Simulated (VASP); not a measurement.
The system is Pt.

```
Pt
1.0
    -1.61529    1.61529    1.61529
     1.61529   -1.61529    1.61529
     1.61529    1.61529   -1.61529
Pt
1
Direct
  0.00000 0.00000 0.00000
```

Base run:

- Program: VASP 6.6.1
- Functional: PBE
- Potentials or basis: VASP PAW PBE potentials, release 64 (Pt)
- Cutoff: 500 eV
- k mesh: 12 × 12 × 12
- Occupations: fermi-dirac, width 0.05 eV
- Spin: no spin polarisation

Its results: band gap on the k mesh zero (band 5 reaches 9.97 eV, above the bottom of band 6 at 8.05 eV); pressure -13.2 GPa.

**Question.** The run is repeated on the same cell with these changes: functional from PBE to r2SCAN; cutoff from 500 eV to 520 eV. What comes out?

**Answer.** Band gap on the k mesh zero (band 5 reaches 9.77 eV, above the bottom of band 6 at 7.71 eV); pressure -17.6 GPa.

Caveats: spin-orbit coupling is left out, which moves the levels of the heavy elements; the PAW data sets were made with another functional, which shifts forces and pressure a little (some runs).
